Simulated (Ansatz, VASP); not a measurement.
## One calculation of Ga2O3, two programs

The input INCAR:

```
SYSTEM = Ga2O3
ALGO = Normal
EDIFF = 1E-6
ENCUT = 520
GGA = PE
ISIF = 2
ISMEAR = 0
LASPH = .True.
LCHARG = .False.
LREAL = .False.
LWAVE = .False.
NBANDS = 55
NELM = 60
PREC = Accurate
SIGMA = 0.05
```

KPOINTS

```
k-points
0
Gamma
  6 6 6
  0 0 0
```

POSCAR

```
Ga2O3
1.0
    2.5919426699      1.4964587982      4.6545610942
   -2.5919426699      1.4964587982      4.6545610942
    0.0000000000     -2.9929175964      4.6545610941
Ga O
4 6
Direct
    0.3558687539      0.3558687539      0.3558687539
    0.1441312461      0.1441312461      0.1441312461
    0.6441312461      0.6441312461      0.6441312461
    0.8558687539      0.8558687539      0.8558687539
    0.5531733332      0.9468266668      0.2500000000
    0.2500000000      0.5531733332      0.9468266668
    0.9468266668      0.2500000000      0.5531733332
    0.4468266668      0.0531733332      0.7500000000
    0.7500000000      0.4468266668      0.0531733332
    0.0531733332      0.7500000000      0.4468266668
```

Input for Ansatz:

```yaml
crystal:
  lattice:
    - [2.5919426699, 1.4964587982, 4.6545610942]
    - [-2.5919426699, 1.4964587982, 4.6545610942]
    - [0.0, -2.9929175964, 4.6545610941]
  atoms:
    - { symbol: Ga, position: [0.3558687539, 0.3558687539, 0.3558687539] }
    - { symbol: Ga, position: [0.1441312461, 0.1441312461, 0.1441312461] }
    - { symbol: Ga, position: [0.6441312461, 0.6441312461, 0.6441312461] }
    - { symbol: Ga, position: [0.8558687539, 0.8558687539, 0.8558687539] }
    - { symbol: O, position: [0.5531733332, 0.9468266668, 0.25] }
    - { symbol: O, position: [0.25, 0.5531733332, 0.9468266668] }
    - { symbol: O, position: [0.9468266668, 0.25, 0.5531733332] }
    - { symbol: O, position: [0.4468266668, 0.0531733332, 0.75] }
    - { symbol: O, position: [0.75, 0.4468266668, 0.0531733332] }
    - { symbol: O, position: [0.0531733332, 0.75, 0.4468266668] }
basis:
  ecutwfc: 420
kpoints:
  mp_grid: { grid: [6, 6, 6] }
hamiltonian:
  xc: pbe
scf:
  occupations: { method: gaussian, width: 0.05 }
output:
  forces: true
  stress: true
  eigenvalues: true
```

Change from the starting cell: strain +0.025 along x and y, +0.025 along z, atoms carried along.

Alike in both runs: task single point; functional PBE; k mesh 6 × 6 × 6; occupations gaussian, width 0.05 eV; no spin polarisation.

|  | VASP | Ansatz |
| --- | --- | --- |
| version | VASP 6.6.1 | Ansatz 0.2.0 |
| potentials or method | VASP PAW PBE potentials, release 64 (Ga_d, O), cutoff 520 eV | scalar-relativistic, plane waves, PAW |
| valence electrons in the cell | 88 | 88 |

Ansatz gave:

* gap on the k mesh at the Fermi level (eV): 1.67
* least direct gap on the mesh (eV): 1.87
* pressure (GPa): -12.5
* traceless stress, the component that is largest in VASP (GPa): 1.05
* rms of the force components (eV/Å): 0.002

Problem. Estimate VASP's values.

Solution. gap on the k mesh at the Fermi level (eV): 1.66; least direct gap on the mesh (eV): 1.86; pressure (GPa): -11.7; traceless stress, the component that is largest in VASP (GPa): 0.96; rms of the force components (eV/Å): 0.006.

Atom by atom the forces differ by 0.003 eV/Å (rms over components). With one functional, cell and mesh, what is left measures potentials, basis and numerics.
